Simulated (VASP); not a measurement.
Set up this calculation in VASP 6.6.1, as the native input.

```
Task                   : single point
Functional             : PBEsol
Potentials or basis    : VASP PAW PBE potentials, release 64 (C, N, H)
Cutoff                 : 520 eV
k mesh                 : 2 × 2 × 1
Occupations            : gaussian, width 0.05 eV
Spin                   : no spin polarisation
Dipole correction      : no
Further INCAR settings : LREAL = Auto; ALGO = Normal; EDIFF = 1e-06; NBANDS = 55
```

The structure of HC18N lies in POSCAR:

```
HC18N
1.0
    7.3980000000      0.0000000000      0.0000000000
   -3.6990000000      6.4068560000      0.0000000000
    0.0000000000      0.0000000000     13.0000000000
C N H
18 1 1
Direct
   -0.0205314789     -0.0163522592      0.0726129469
    0.2004391734      0.0901016696      0.0707150140
   -0.0219649003      0.3126019977      0.0642631706
    0.2010642324      0.4230621243      0.0657063946
   -0.0174477310      0.6411017398      0.0962659692
    0.2055272240      0.7575885765      0.0726121006
    0.3119784405     -0.0214431263      0.0707153257
    0.5348687846      0.0894510618      0.0674604898
    0.3113340195      0.3129911612      0.0674575234
    0.5342606879      0.4240053218      0.0711288170
    0.3111971544      0.6458931470      0.0643466413
    0.5344843581      0.7561543219      0.0642702058
    0.6449420045     -0.0208166151      0.0657090455
    0.8677714381      0.0893142773      0.0643425421
    0.6458804247      0.3123757481      0.0711279027
    0.8662776125      0.4177821865      0.0727662870
    0.6396635728      0.6443988859      0.0727752598
    0.8629915868      0.7606773398      0.0962809997
    0.9166015719      0.6947144276      0.1933394611
    1.0447332242      0.8227932137      0.2245659032
```

These files were run (other wordings do the same):

INCAR

```
  PREC = Accurate
  ENCUT = 520
  EDIFF = 1E-6
  ISMEAR = 0
  SIGMA = 0.05
  LREAL = Auto
  LASPH = True
  NELM = 80
  ALGO = Normal
  ISIF = 2
  LWAVE = False
  LCHARG = False
  GGA = PS
  NBANDS = 55
```

KPOINTS

```
Automatic mesh
0
Gamma
  2 2 1
```

Potentials or basis: VASP PAW PBE potentials, release 64 (C, N, H).

Run with:

```sh
$ cat potpaw_PBE.64/C/POTCAR potpaw_PBE.64/N/POTCAR potpaw_PBE.64/H/POTCAR > POTCAR
$ mpirun -np 1 vasp_std > vasp.out
```

Results of the run:

| Item | Value |
| --- | --- |
| Largest force | 0.142 eV/Å |
| Band gap on the k mesh | 0.14 eV, direct |

Caveat: the k points lie up to 0.49 Å⁻¹ apart; the PAW data sets were made with another functional, which shifts forces and pressure a little.

Run time: 2.8 min on 1 thread of Intel(R) Xeon(R) 6975P-C (Granite Rapids), on a shared host, peak memory 0.63 GiB.
